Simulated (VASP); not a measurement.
# PbS (Galena): single point with PBEsol

Crystal: PbS (Galena).

```
CELL_PARAMETERS angstrom
0.00000 2.95175 2.95175
2.95175 0.00000 2.95175
2.95175 2.95175 0.00000
ATOMIC_POSITIONS crystal
Pb 0.00000 0.00000 0.00000
S 0.50000 0.50000 0.50000
```

```
Program             : VASP 6.6.1
Task                : single point
Functional          : PBEsol
Potentials or basis : VASP PAW PBE potentials, release 64 (Pb_d, S)
Cutoff              : 520 eV
k mesh              : 10 × 10 × 10
Occupations         : gaussian, width 0.01 eV
Spin                : no spin polarisation
```

```json
{"Pressure": "-0.1 GPa", "Band gap on the k mesh": "0.20 eV, direct"}
```

Levels at points of the mesh, in eV from the valence-band top:
```csv
k point,band 6,band 7,band 8,band 9,band 10,band 11,band 12,band 13,band 14,band 15
"(0.00, 0.00, 0.00)",-13.75,-6.05,-2.26,-2.26,-2.26,5.18,5.18,5.18,6.59,6.59
"(0.50, 0.00, 0.00)",-12.44,-9.00,-1.85,-1.85,0.00,0.20,1.85,1.85,8.49,10.05
"(0.50, 0.50, 0.00)",-11.98,-7.28,-5.40,-3.58,-3.58,3.64,5.56,5.68,5.68,11.17
```

Run time: 14 s on 1 thread of Intel(R) Xeon(R) Platinum 8559C (Emerald Rapids), on a shared host, peak memory 0.19 GiB.

Caveat: the PAW data sets were made with another functional, which shifts forces and pressure a little; spin-orbit coupling is left out, which moves the levels of the heavy elements. A k mesh can miss the band edges.
